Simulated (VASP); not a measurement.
Y3NbO: relaxation of cell and atoms with PBE

The system is Y3NbO.

```
Y Nb O
1.0
     5.03236    0.00000    0.00000
    -2.51618    4.35816    0.00000
     0.00000    0.00000    5.21031
Y Nb O
3 1 1
Direct
  0.46718 0.00000 0.50000
  0.00000 0.46718 0.50000
  0.53282 0.53282 0.50000
  0.00000 0.00000 0.50000
  0.00000 0.00000 0.00000
```

The cell was built from a structure type or drawn by symmetry, and may not be a known phase.

- Program: VASP 6.6.1
- Task: relaxation of cell and atoms
- Functional: PBE
- Potentials or basis: VASP PAW PBE potentials, release 64 (Y_sv, Nb_sv, O)
- Cutoff: 600 eV
- k mesh: 6 × 6 × 4
- Occupations: gaussian, width 0.1 eV
- Spin: no spin polarisation
- Dipole correction: no
- Further INCAR settings: ALGO = Normal; EDIFF = 1e-06; IBRION = 2; EDIFFG = -0.04; NSW = 90; ISIF = 3

```json
{
  "Relaxed volume": "28.68 Å³/atom",
  "Relaxed cell": "a = 6.571 Å, b = 6.571 Å, c = 3.835 Å, α = 90.00°, β = 90.00°, γ = 120.00°",
  "Space group after relaxing (to 0.1 Å)": "P6/mmm (No. 191)",
  "Energy gained by relaxing": "2520.9 meV/atom",
  "Ionic steps": "18",
  "Pressure after relaxing": "0.0 GPa",
  "Band gap on the k mesh": "zero (bands 26 and 27 overlap by 0.53 eV)"
}
```

Forces on the atoms (eV/Å):
```
Y    0.003  0.000  0.000
Y   -0.001  0.002  0.000
Y   -0.001 -0.002  0.000
Nb   0.000  0.000  0.000
O    0.000  0.000  0.000
```

Stress tensor (GPa, compression positive):
```
 0.06  0.00  0.00
 0.00  0.06  0.00
 0.00  0.00 -0.15
```

The path:
```csv
step,energy change (eV),largest force (eV/Å),pressure (GPa),volume (Å³)
1,0.0000,0.7281,30.26,114.27
2,-9.8067,0.0282,-10.03,189.19
3,-9.6738,0.0063,-7.03,173.82
4,-9.8106,0.0157,-8.44,180.25
5,-12.0571,0.1589,2.52,147.10
6,-12.4209,0.1570,-3.14,154.34
7,-12.4223,0.1578,-2.81,153.80
8,-12.5637,0.1821,0.31,143.14
9,-12.5637,0.1822,0.29,143.13
10,-12.5679,0.1655,-0.22,143.76
11,-12.5679,0.1676,-0.17,143.69
12,-12.5731,0.1530,-0.14,143.62
13,-12.5859,0.1132,-0.03,143.40
14,-12.6007,0.0453,0.18,142.97
15,-12.5942,0.0702,0.66,142.10
16,-12.6037,0.0074,0.33,142.67
17,-12.5973,0.0101,-0.98,145.63
18,-12.6046,0.0028,-0.01,143.41
```

Final structure:
```yaml
crystal:
  lattice:
    - [6.57081, 0.00000, 0.00000]
    - [-3.28541, 5.69049, 0.00000]
    - [0.00000, 0.00000, 3.83532]
  atoms:
    - { symbol: Y, position: [0.49954, 0.00000, 0.50000] }
    - { symbol: Y, position: [0.00000, 0.49954, 0.50000] }
    - { symbol: Y, position: [0.50046, 0.50046, 0.50000] }
    - { symbol: Nb, position: [0.00000, 0.00000, 0.50000] }
    - { symbol: O, position: [0.00000, 0.00000, 0.00000] }
```

Levels at points of the mesh, in eV from the Fermi level:
```
           k point  band 23  band 24  band 25  band 26  band 27  band 28  band 29  band 30
(0.00, 0.00, 0.00)    -2.07    -2.00    -0.50    -0.04    -0.04     0.50     0.50     1.15
(0.50, 0.00, 0.00)    -0.92    -0.76    -0.40    -0.20    -0.13     0.12     0.12     0.35
(0.00, 0.00, 0.50)    -1.58    -1.44    -1.34    -0.30     0.34     0.34     1.46     1.46
(0.50, 0.00, 0.50)    -0.95    -0.37    -0.34    -0.33    -0.12     0.24     0.71     0.96
```

Wall time 38 min on 1 thread of Intel Xeon 8259CL, with other jobs on the host, peak memory 0.34 GiB.

Caveat: the volume moved by over 15 % at a fixed basis, so the end points are rough.
